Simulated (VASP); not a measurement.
# TaN (P-6m2) in VASP: notebook, part 2 of 2

VASP 6.6.1. Earlier steps stand in the parts before.

### 3 Single point, r2SCAN

This run uses another cell than the first one, of 10.77 Å³/atom.

File POSCAR:

```
TaN
1.0
    2.9361543272      0.0000000000      0.0000000000
   -1.4680771636      2.5427842368      0.0000000000
    0.0000000000      0.0000000000      2.8846185528
Ta N
1 1
Direct
    0.3333333333      0.6666666667      0.5000000000
    0.0000000000      0.0000000000      0.0000000000
```

File INCAR.step1:

```
SYSTEM = TaN
PREC     = Accurate       ! precision mode
ENCUT    = 660            ! plane-wave cutoff, eV
ISMEAR   = 0              ! smearing method
SIGMA    = 0.1            ! smearing width, eV
LREAL    = .FALSE.        ! projectors in reciprocal space
LASPH    = .TRUE.         ! aspherical terms in the spheres
NELM     = 120            ! most SCF steps
NBANDS   = 16             ! bands
GGA      = PE             ! functional
ALGO     = Normal         ! electronic algorithm
EDIFF    = 1E-5           ! SCF threshold, eV
LWAVE    = .TRUE.         ! write WAVECAR
LCHARG   = .FALSE.        ! write CHGCAR
GGA_COMPAT= .FALSE.
```

File INCAR.step2:

```
SYSTEM = TaN
PREC     = Accurate       ! precision mode
ENCUT    = 660            ! plane-wave cutoff, eV
EDIFF    = 1E-6           ! SCF threshold, eV
ISMEAR   = 0              ! smearing method
SIGMA    = 0.1            ! smearing width, eV
LREAL    = .FALSE.        ! projectors in reciprocal space
LASPH    = .TRUE.         ! aspherical terms in the spheres
NELM     = 120            ! most SCF steps
ALGO     = Normal         ! electronic algorithm
ISIF     = 2              ! what is computed and relaxed
LWAVE    = .FALSE.        ! write WAVECAR
LCHARG   = .FALSE.        ! write CHGCAR
METAGGA  = R2SCAN         ! meta-GGA
LMIXTAU  = .TRUE.       
NBANDS   = 16             ! bands
ISTART   = 1            
GGA_COMPAT= .FALSE.
```

File KPOINTS:

```
regular mesh
0
G
  18 18 14
  0 0 0
```

Potentials or basis: VASP PAW PBE potentials, release 64 (Ta_sv_GW, N).

Started as:

```
$ cat potpaw_PBE.64/Ta_sv_GW/POTCAR potpaw_PBE.64/N/POTCAR > POTCAR
$ cp INCAR.step1 INCAR
$ mpirun -np 1 vasp_std > vasp.out
$ cp INCAR.step2 INCAR
$ mpirun -np 1 vasp_std > vasp.out
```

It took 8.3 min on 1 thread of AMD EPYC 7R43 (Zen 3), shared host; peak memory 0.26 GiB.

It converged, with:

```
Free energy            : -62.9600 eV
Pressure               : -0.1 GPa
Band gap on the k mesh : zero (bands 9 and 10 overlap by 0.25 eV)
```

Stress tensor (GPa, compression positive):
```
-0.13  0.00  0.00
 0.00 -0.13  0.00
 0.00  0.00  0.00
```

Levels at points of the mesh, in eV from the Fermi level:
| k point | band 7 | band 8 | band 9 | band 10 | band 11 | band 12 |
| --- | --- | --- | --- | --- | --- | --- |
| (0.00, 0.00, 0.00) | -4.82 | -4.39 | -3.18 | 2.47 | 3.73 | 3.73 |
| (0.50, 0.00, 0.00) | -5.47 | -3.61 | -3.42 | 3.23 | 4.15 | 5.46 |
| (0.00, 0.00, 0.50) | -3.96 | -3.96 | -0.08 | -0.08 | 2.34 | 3.61 |
| (0.50, 0.00, 0.50) | -6.47 | -5.94 | -0.53 | 4.46 | 5.50 | 6.11 |

Caveat: the PAW data sets were made with another functional, which shifts forces and pressure a little; spin-orbit coupling is left out, which moves the levels of the heavy elements.

### 4 Single point, r2SCAN

This run uses another cell than the first one, of 10.77 Å³/atom.

File POSCAR:

```
TaN
1.0
    2.9361543271      0.0000000000      0.0000000000
   -1.4680771635      2.5427842367      0.0000000000
    0.0000000000      0.0000000000      2.8846185530
Ta N
1 1
Direct
    0.3333333333      0.6666666667      0.5000000000
    0.0000000000      0.0000000000      0.0000000000
```

File INCAR.step1:

```
SYSTEM = TaN
PREC     = Accurate       ! precision mode
ENCUT    = 520            ! plane-wave cutoff, eV
ISMEAR   = 0              ! smearing method
SIGMA    = 0.1            ! smearing width, eV
LREAL    = .FALSE.        ! projectors in reciprocal space
LASPH    = .TRUE.         ! aspherical terms in the spheres
NELM     = 100            ! most SCF steps
NBANDS   = 15             ! bands
GGA      = PE             ! functional
ALGO     = Normal         ! electronic algorithm
EDIFF    = 1E-4           ! SCF threshold, eV
LWAVE    = .TRUE.         ! write WAVECAR
LCHARG   = .FALSE.        ! write CHGCAR
```

File INCAR.step2:

```
SYSTEM = TaN
PREC     = Accurate       ! precision mode
ENCUT    = 520            ! plane-wave cutoff, eV
EDIFF    = 1E-6           ! SCF threshold, eV
ISMEAR   = 0              ! smearing method
SIGMA    = 0.1            ! smearing width, eV
LREAL    = .FALSE.        ! projectors in reciprocal space
LASPH    = .TRUE.         ! aspherical terms in the spheres
NELM     = 100            ! most SCF steps
ALGO     = Normal         ! electronic algorithm
ISIF     = 2              ! what is computed and relaxed
LWAVE    = .FALSE.        ! write WAVECAR
LCHARG   = .FALSE.        ! write CHGCAR
METAGGA  = R2SCAN         ! meta-GGA
LMIXTAU  = .TRUE.       
NBANDS   = 15             ! bands
ISTART   = 1
```

KPOINTS is that of step 3.

Potentials or basis: VASP PAW PBE potentials, release 64 (Ta_pv, N).

Started as:

```
$ cat potpaw_PBE.64/Ta_pv/POTCAR potpaw_PBE.64/N/POTCAR > POTCAR
$ cp INCAR.step1 INCAR
$ mpirun -np 1 vasp_std > vasp.out
$ cp INCAR.step2 INCAR
$ mpirun -np 1 vasp_std > vasp.out
```

Run time: 6.6 min. Hardware: 1 thread of Intel Xeon 8259CL, shared host; peak memory 0.23 GiB.

Results (log left out):

- Free energy: -60.3955 eV
- Pressure: 1.6 GPa
- Band gap on the k mesh: zero (bands 8 and 9 overlap by 0.25 eV)

Stress tensor (GPa, compression positive):
```
1.53 0.00 0.00
0.00 1.53 0.00
0.00 0.00 1.75
```

Levels at points of the mesh, in eV from the Fermi level:
| k point | band 6 | band 7 | band 8 | band 9 | band 10 | band 11 |
| --- | --- | --- | --- | --- | --- | --- |
| (0.00, 0.00, 0.00) | -4.82 | -4.40 | -3.15 | 2.51 | 3.75 | 3.75 |
| (0.50, 0.00, 0.00) | -5.47 | -3.61 | -3.40 | 3.22 | 4.17 | 5.47 |
| (0.00, 0.00, 0.50) | -3.96 | -3.96 | -0.08 | -0.08 | 2.37 | 3.63 |
| (0.50, 0.00, 0.50) | -6.46 | -5.94 | -0.52 | 4.48 | 5.50 | 6.11 |

Caveat: the PAW data sets were made with another functional, which shifts forces and pressure a little; spin-orbit coupling is left out, which moves the levels of the heavy elements.

### 5 Relaxation of cell and atoms, r2SCAN, target pressure 2 GPa, at which the enthalpy is minimised

This run uses another cell than the first one, of 10.56 Å³/atom.

File POSCAR:

```
TaN
1.0
    2.9171938546      0.0000000000      0.0000000000
   -1.4585969273      2.5263639858      0.0000000000
    0.0000000000      0.0000000000      2.8659908768
Ta N
1 1
Direct
    0.3333333333      0.6666666667      0.5000000000
    0.0000000000      0.0000000000      0.0000000000
```

File INCAR.step1:

```
SYSTEM = TaN
  PREC = Accurate
  ENCUT = 600
  ISMEAR = 0
  SIGMA = 0.1
  LREAL = .FALSE.
  LASPH = .TRUE.
  NELM = 80
  GGA = PE
  ALGO = Normal
  EDIFF = 1E-4
  LWAVE = .TRUE.
  LCHARG = .FALSE.
```

File INCAR.step2:

```
SYSTEM = TaN
  PREC = Accurate
  ENCUT = 600
  EDIFF = 1E-7
  ISMEAR = 0
  SIGMA = 0.1
  LREAL = .FALSE.
  LASPH = .TRUE.
  NELM = 80
  ALGO = Normal
  ISIF = 3
  LWAVE = .FALSE.
  LCHARG = .FALSE.
  METAGGA = R2SCAN
  LMIXTAU = .TRUE.
  IBRION = 2
  NSW = 70
  EDIFFG = -0.008
  PSTRESS = 20.0
  ISTART = 1
```

File KPOINTS:

```
Automatic mesh
0
G
  18 18 14
  0 0 0
```

Started as:

```
$ cat potpaw_PBE.64/Ta_pv/POTCAR potpaw_PBE.64/N/POTCAR > POTCAR
$ cp INCAR.step1 INCAR
$ mpirun -np 1 vasp_std > vasp.out
$ cp INCAR.step2 INCAR
$ mpirun -np 1 vasp_std > vasp.out
```

It took 23 min on 1 thread of Intel Xeon 8259CL, shared host; peak memory 0.25 GiB.

Results (log left out):

```yaml
Free_energy: -60.3956 eV
Relaxed_volume: 10.76 Å³/atom
Relaxed_cell: a = 2.935 Å, b = 2.935 Å, c = 2.884 Å, α = 90.00°, β = 90.00°, γ = 120.00°
Space_group_after_relaxing_to_0.1_Å: P-6m2 (No. 187)
Energy_change_on_relaxing_the_run_minimises_the_enthalpy: -6.7 meV/atom
Ionic_steps: 7
Pressure_after_relaxing: 2.0 GPa
Band_gap_on_the_k_mesh: zero (bands 8 and 9 overlap by 0.25 eV)
```

The path:
```
step  energy change (eV)  largest force (eV/Å)  pressure (GPa)  volume (Å³)
   1              0.0000                0.0000            9.08        21.12
   2              0.0298                0.0000          -14.14        22.58
   3             -0.0135                0.0000            1.89        21.52
   4             -0.0134                0.0000            2.03        21.51
   5             -0.0135                0.0000            2.00        21.52
   6             -0.0135                0.0000            2.01        21.52
   7             -0.0134                0.0000            2.01        21.51
```

Final structure:
```xyz
2
Lattice="2.9348 0.0000 0.0000 -1.4674 2.5416 0.0000 0.0000 0.0000 2.8843" Properties=species:S:1:pos:R:3 pbc="T T T"
Ta    0.0000    1.6944    1.4422
N     0.0000    0.0000    0.0000
```

Levels at points of the mesh, in eV from the Fermi level:
```csv
k point,band 5,band 6,band 7,band 8,band 9,band 10,band 11,band 12
"(0.00, 0.00, 0.00)",-4.82,-4.82,-4.40,-3.16,2.52,3.76,3.76,4.24
"(0.50, 0.00, 0.00)",-8.62,-5.48,-3.62,-3.40,3.22,4.18,5.48,5.55
"(0.00, 0.00, 0.50)",-9.73,-3.96,-3.96,-0.08,-0.08,2.37,3.64,3.64
"(0.50, 0.00, 0.50)",-7.64,-6.47,-5.94,-0.52,4.49,5.51,6.11,7.49
```

Caveat: the cell is relaxed towards a set pressure, so the run minimises the enthalpy, not the energy; the PAW data sets were made with another functional, which shifts forces and pressure a little; spin-orbit coupling is left out, which moves the levels of the heavy elements. Zero-point motion and thermal expansion aren't in these numbers.

### 6 Summary

```csv
task,potentials or basis,cell,cutoff (eV),gap on the mesh (eV),pressure (GPa)
relaxation of cell and atoms,"VASP PAW PBE potentials, release 64 (Ta_pv, N)","relaxed to -2 GPa from a = 2.955, b = 2.955, c = 2.903 Å, angles 90.0, 90.0, 120.0°, 2 atoms",600,none,-2.0
single point,"VASP PAW PBE potentials, release 64 (Ta_sv_GW, N)","a = 2.936, b = 2.936, c = 2.885 Å, angles 90.0, 90.0, 120.0°, 2 atoms",660,none,-0.1
single point,"VASP PAW PBE potentials, release 64 (Ta_pv, N)","a = 2.936, b = 2.936, c = 2.885 Å, angles 90.0, 90.0, 120.0°, 2 atoms",520,none,1.6
relaxation of cell and atoms,"VASP PAW PBE potentials, release 64 (Ta_pv, N)","relaxed to 2 GPa from a = 2.917, b = 2.917, c = 2.866 Å, angles 90.0, 90.0, 120.0°, 2 atoms",600,none,2.0
```

Alike in all rows: level r2SCAN; no spin polarisation; k mesh 18 × 18 × 14; smearing gaussian 0.1 eV.

Caveats: the PAW data sets were made with another functional, which shifts forces and pressure a little; spin-orbit coupling is left out, which moves the levels of the heavy elements; the cell is relaxed towards a set pressure, so the run minimises the enthalpy, not the energy (at least some runs).

Total energies depend on the potentials used, so only differences within one code and one set of settings carry meaning.
